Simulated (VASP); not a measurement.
# PtSeS4 (F-43m) in VASP: a series of runs, part 2 of 2

VASP 6.6.1. Earlier steps stand in the parts before.

## 3. Relaxation of cell and atoms, PBE

This run uses another cell than the first one, of 17.67 Å³/atom.

File INCAR:

```
SYSTEM = PtSeS4
PREC = Accurate
ENCUT = 600
EDIFF = 1E-6
ISMEAR = 0
SIGMA = 0.1
LREAL = .FALSE.
LASPH = .TRUE.
NELM = 80
ALGO = Normal
ISIF = 3
LWAVE = .FALSE.
LCHARG = .FALSE.
GGA = PE
IBRION = 2
NSW = 100
EDIFFG = -0.01
```

File KPOINTS:

```
Automatic mesh
0
G
  10 10 10
  0 0 0
```

File POSCAR:

```
PtSeS4
1.0
    0.0000000000      3.7568413658      3.7568413658
    3.7568413658      0.0000000000      3.7568413658
    3.7568413658      3.7568413658      0.0000000000
Pt Se S
1 1 4
Direct
    0.0000000000      0.0000000000      0.0000000000
    0.2500000000      0.2500000000      0.2500000000
    0.6386547782      0.6386547782      0.0840356653
    0.6386547782      0.0840356653      0.6386547782
    0.0840356653      0.6386547782      0.6386547782
    0.6386547782      0.6386547782      0.6386547782
```

Potentials or basis: VASP PAW PBE potentials, release 64 (Pt, Se, S).

On the command line:

```console
$ cat potpaw_PBE.64/Pt/POTCAR potpaw_PBE.64/Se/POTCAR potpaw_PBE.64/S/POTCAR > POTCAR
$ mpirun -np 1 vasp_std > vasp.out
```

OUTCAR:

```text
SYSTEM = PtSeS4
   PREC = Accurate
   ENCUT = 600
   EDIFF = 1E-6
   ISMEAR = 0
   LREAL = .FALSE.
   LASPH = .TRUE.
   NELM = 80
   ISIF = 3
   GGA = PE
   IBRION = 2
   NSW = 100
   EDIFFG = -0.01

 ion  position               nearest neighbor table
   1  0.000  0.000  0.000-   3 3.09   3 3.09   4 3.09   5 3.09   4 3.09   5 3.09   6 3.09   6 3.09
                             6 3.09   3 3.09   4 3.09   5 3.09
   2  0.250  0.250  0.250-
   3  0.639  0.639  0.084-   4 2.37   5 2.37   6 2.37   1 3.09   1 3.09   1 3.09
   4  0.639  0.084  0.639-   3 2.37   5 2.37   6 2.37   1 3.09   1 3.09   1 3.09
   5  0.084  0.639  0.639-   3 2.37   4 2.37   6 2.37   1 3.09   1 3.09   1 3.09
   6  0.639  0.639  0.639-   3 2.37   4 2.37   5 2.37   1 3.09   1 3.09   1 3.09

  LATTYP: Found a face centered cubic cell.
 ALAT       =     7.5136827316

  Lattice vectors:

 A1 = (   0.0000000000,   3.7568413658,   3.7568413658)
 A2 = (   3.7568413658,   0.0000000000,   3.7568413658)
 A3 = (   3.7568413658,   3.7568413658,   0.0000000000)

Analysis of symmetry for initial positions (statically):
=====================================================================
 Subroutine PRICEL returns:
 Original cell was already a primitive cell.

 Routine SETGRP: Setting up the symmetry group for a
 face centered cubic supercell.

 Subroutine GETGRP returns: Found 24 space group operations
 (whereof 24 operations were pure point group operations)
 out of a pool of 48 trial point group operations.

The static configuration has the point symmetry T_d .

Analysis of symmetry for dynamics (positions and initial velocities):
=====================================================================
 Subroutine PRICEL returns:
 Original cell was already a primitive cell.
[... 133 lines left out ...]
   IALGO  =     38    algorithm
   IMIX   =      4    mixing-type and parameters
     AMIX     =   0.40;   BMIX     =  1.00
     AMIX_MAG =   1.60;   BMIX_MAG =  1.00
  volume/ion in A,a.u.               =      17.67       119.27
  Fermi-wavevector in a.u.,A,eV,Ry     =   1.182847  2.235257 19.036285  1.399127
  Thomas-Fermi vector in A             =   2.319093
   LORBIT       =      0    0 simple, 1 ext, 2 COOP (PROOUT), +10 PAW based schemes
   GGA     = PE    functional components
   LHFCALC =     F    Hartree Fock is set to
   AEXX    =    0.0000 exact exchange contribution
   IVDW    =     0    specifies the selected vdW correction
   LEPSILON=     F    determine dielectric tensor
   LRPA    =     F    only Hartree local field effects (RPA)
 conjugate gradient relaxation of ions
 non-spin polarized calculation
 Gauss-broadening in eV      SIGMA  =   0.10
  energy-cutoff  :      600.00
  volume of cell :      106.05
 maximum number of plane-waves:      3582
   NGX = 21   NGY = 21   NGZ = 21

--------------------------------------- Ionic step        1  -------------------------------------------

 number of electron      40.0000000 magnetization

 Free energy of the ion-electron system (eV)
  ---------------------------------------------------
  ext. energy  EPLUGINS =         0.00000000
  ---------------------------------------------------
  free energy    TOTEN  =       -18.68519846 eV

  energy without entropy =      -18.65067111  energy(sigma->0) =      -18.66793478

------------------------ aborting loop because EDIFF is reached ----------------------------------------

  FORCE on cell =-STRESS in cart. coord.  units (eV):
  Direction    XX          YY          ZZ          XY          YZ          ZX
  --------------------------------------------------------------------------------------
  -------------------------------------------------------------------------------------
  Total       -0.2195436     -0.2195436     -0.2195436      0.0000000      0.0000000     -0.0000000
  in kB       -3.3169026     -3.3169026     -3.3169026      0.0000000      0.0000000     -0.0000000
  external PRESSURE =      -3.3169026 kB  Pullay stress =       0.0000000 kB
[... 147 lines left out ...]
--------------------------------------- Ionic step        5  -------------------------------------------

 number of electron      39.9999999 magnetization

 Free energy of the ion-electron system (eV)
  ---------------------------------------------------
  ext. energy  EPLUGINS =         0.00000000
  ---------------------------------------------------
  free energy    TOTEN  =       -18.68744693 eV

  energy without entropy =      -18.65365171  energy(sigma->0) =      -18.67054932

 E-fermi :   7.1089     XC(G=0): -11.0534

 val. band max:        7.1078124676   @ k =   0.4000   0.1000   0.0000
 cond. band min:       7.1160591395   @ k =   0.5000   0.3000   0.1000
 fundamental gap:      0.0082466719
 Fermi energy:         7.1088699439

 k-point     1 :       0.0000    0.0000    0.0000
  band No.  band energies     occupation
      1     -10.4501      2.00000
      2      -5.3725      2.00000
      3      -5.0967      2.00000
      4      -5.0967      2.00000
      5      -5.0967      2.00000
      6      -1.2178      2.00000
[... 637 lines left out ...]
     23       7.6999      0.00000
     24       8.8685      0.00000

 [... further k-points ...]
[... 5 lines left out ...]
  --------------------------------------------------------------------------------------
  -------------------------------------------------------------------------------------
  Total        0.0105253      0.0105253      0.0105253      0.0000000     -0.0000000      0.0000000
  in kB        0.1605650      0.1605650      0.1605650      0.0000000     -0.0000000      0.0000000
  external PRESSURE =       0.1605650 kB  Pullay stress =       0.0000000 kB
[... 21 lines left out ...]
  FREE ENERGIE OF THE ION-ELECTRON SYSTEM (eV)
  ---------------------------------------------------
  free  energy   TOTEN  =       -18.6874469251 eV

  energy  without entropy=      -18.6536517114  energy(sigma->0) =      -18.67054932

 reached required accuracy - stopping structural energy minimisation
```

It took 5.1 min on 1 thread of Intel Xeon 6975P-C (Granite Rapids), shared host; peak memory 0.35 GiB.

What came out:

* Free energy: -18.6874 eV
* Relaxed volume: 17.50 Å³/atom
* Relaxed cell: a = 5.296 Å, b = 5.296 Å, c = 5.296 Å, α = 60.00°, β = 60.00°, γ = 60.00°
* Space group after relaxing (to 0.1 Å): F-43m (No. 216)
* Energy gained by relaxing: 0.4 meV/atom
* Ionic steps: 5
* Pressure after relaxing: 0.0 GPa
* Band gap on the k mesh: zero (bands 20 and 21 overlap by 0.65 eV)

Forces in eV/Å, atoms in the order of the input:
```
Pt   0.000  0.000  0.000
Se   0.000  0.000  0.000
S    0.001  0.001 -0.001
S    0.001 -0.001  0.001
S   -0.001  0.001  0.001
S   -0.001 -0.001 -0.001
```

Step by step:
```tsv
step	energy change (eV)	largest force (eV/Å)	pressure (GPa)	volume (Å³)
1	0.0000	0.0495	-0.33	106.05
2	-0.0011	0.0580	-0.01	105.49
3	-0.0013	0.0630	0.18	105.17
4	-0.0021	0.0270	0.09	105.08
5	-0.0022	0.0023	0.02	105.02
```

Final structure:
```yaml
crystal:
  lattice:
    - [0.00000, 3.74473, 3.74473]
    - [3.74473, 0.00000, 3.74473]
    - [3.74473, 3.74473, 0.00000]
  atoms:
    - { symbol: Pt, position: [0.00000, 0.00000, 0.00000] }
    - { symbol: Se, position: [0.25000, 0.25000, 0.25000] }
    - { symbol: S, position: [0.63774, 0.63774, 0.08678] }
    - { symbol: S, position: [0.63774, 0.08678, 0.63774] }
    - { symbol: S, position: [0.08678, 0.63774, 0.63774] }
    - { symbol: S, position: [0.63774, 0.63774, 0.63774] }
```

Levels at points of the mesh, in eV from the Fermi level:
| k point | band 17 | band 18 | band 19 | band 20 | band 21 | band 22 | band 23 | band 24 |
| --- | --- | --- | --- | --- | --- | --- | --- | --- |
| (0.00, 0.00, 0.00) | -0.82 | -0.77 | -0.77 | -0.64 | 1.21 | 1.21 | 1.21 | 2.41 |
| (0.50, 0.00, 0.00) | -1.20 | -0.91 | -0.91 | -0.68 | 0.24 | 0.24 | 1.27 | 1.53 |
| (0.50, 0.50, 0.00) | -1.48 | -1.48 | -1.26 | 0.22 | 0.44 | 0.57 | 0.57 | 2.30 |

Caveat: spin-orbit coupling is left out, which moves the levels of the heavy elements.
